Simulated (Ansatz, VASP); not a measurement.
## Two plane-wave programs on Mo

```
Mo
1.0
    -1.53021    1.68823    1.52223
     1.53021   -1.68823    1.52223
     1.53021    1.68823   -1.52223
Mo
1
Cartesian
  0.0000 0.0000 0.0000
```

Change from the starting cell: strain +e along x and -e along y -0.0500, strain +e along z and -e/2 along x and y -0.0367.

Alike in both runs: task single point; functional PBE; k mesh 20 × 20 × 20; occupations gaussian, width 0.15 eV; no spin polarisation.

```csv
,VASP,Ansatz
version,VASP 6.6.1,Ansatz 0.2.0
potentials or method,"VASP PAW PBE potentials, release 64 (Mo_sv), cutoff 520 eV","scalar-relativistic, plane waves, PAW"
valence electrons in the cell,14,14
```

```csv
,VASP,Ansatz,Ansatz less VASP
gap on the k mesh at the Fermi level (eV),none,none,-
pressure (GPa),2.6,2.1,-0.51
"traceless stress, the component that is largest in VASP (GPa)",-17.48,-17.50,-0.018
```

A gap of «none» marks a metal or a gap that the smearing closes. With one functional, cell and mesh, what is left measures potentials, basis and numerics.
